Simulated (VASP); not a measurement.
Input of a VASP 6.6.1 run:

Contents of POSCAR:

```
TlSe2Br
1.0
    4.1307480000      0.0000000000      0.0000000000
   -2.0653740000      3.5773330000      0.0000000000
   -2.0653740000      1.1924440000      7.6796430000
Se Tl Br
2 1 1
Direct
    0.2331400000      0.7668600000      0.6994200000
    0.7668600000      0.2331400000      0.3005800000
    0.5000000000      0.5000000000      0.5000000000
    0.0000000000      0.0000000000      0.0000000000
```

Contents of INCAR.step1:

```
SYSTEM = TlSe2Br
PREC = Accurate
ENCUT = 520
ISMEAR = 0
SIGMA = 0.0236
LREAL = .FALSE.
LASPH = .TRUE.
NELM = 60
NBANDS = 24
GGA = PE
ALGO = Normal
EDIFF = 1E-4
LWAVE = .TRUE.
LCHARG = .FALSE.
```

Contents of INCAR.step2:

```
SYSTEM = TlSe2Br
PREC = Accurate
ENCUT = 520
EDIFF = 1E-6
ISMEAR = 0
SIGMA = 0.0236
LREAL = .FALSE.
LASPH = .TRUE.
NELM = 60
ALGO = Normal
ISIF = 2
LWAVE = .FALSE.
LCHARG = .FALSE.
METAGGA = R2SCAN
LMIXTAU = .TRUE.
NBANDS = 24
ISTART = 1
```

File KPOINTS:

```
Automatic mesh
0
G
  5 5 5
  0 0 0
```

Potentials or basis: VASP PAW PBE potentials, release 64 (Se, Tl_d, Br).

Command:

```sh
$ cat potpaw_PBE.64/Se/POTCAR potpaw_PBE.64/Tl_d/POTCAR potpaw_PBE.64/Br/POTCAR > POTCAR
$ cp INCAR.step1 INCAR
$ mpirun -np 1 vasp_std > vasp.out
$ cp INCAR.step2 INCAR
$ mpirun -np 1 vasp_std > vasp.out
```

(1) Estimate the largest force.

(2) Predict the band gap on the k mesh.

(3) Estimate the pressure.

## Answers

(1) 0.342 eV/Å.

(2) zero (bands 16 and 17 overlap by 0.66 eV).

(3) -1.8 GPa.

Caveat: the PAW data sets were made with another functional, which shifts forces and pressure a little; spin-orbit coupling is left out, which moves the levels of the heavy elements.
